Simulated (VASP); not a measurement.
A run of VASP 6.6.1 is set up as follows.

File INCAR:

```
PREC = Accurate
ENCUT = 600
EDIFF = 1E-6
ISMEAR = 0
SIGMA = 0.2
LREAL = F
LASPH = T
NELM = 120
ALGO = Normal
ISIF = 2
LWAVE = F
LCHARG = F
GGA = PE
NBANDS = 16
GGA_COMPAT = F
```

Contents of KPOINTS:

```
regular mesh
0
Gamma
  7 7 7
```

The input POSCAR:

```
WC
1.0
    0.0000000000      2.3498917949      2.3498917949
    2.3498917949      0.0000000000      2.3498917949
    2.3498917949      2.3498917949      0.0000000000
W C
1 1
Direct
    0.2500000000      0.2500000000      0.2500000000
    0.0000000000      0.0000000000      0.0000000000
```

Potentials or basis: VASP PAW PBE potentials, release 64 (W_sv, C).

Command:

```console
$ cat potpaw_PBE.64/W_sv/POTCAR potpaw_PBE.64/C/POTCAR > POTCAR
$ mpirun -np 1 vasp_std > vasp.out
```

(1) Estimate the band gap on the k mesh.

(2) Estimate the pressure.

Answers

(1) zero (bands 9 and 10 overlap by 1.04 eV).

(2) 0.4 GPa.

Caveat: spin-orbit coupling is left out, which moves the levels of the heavy elements.
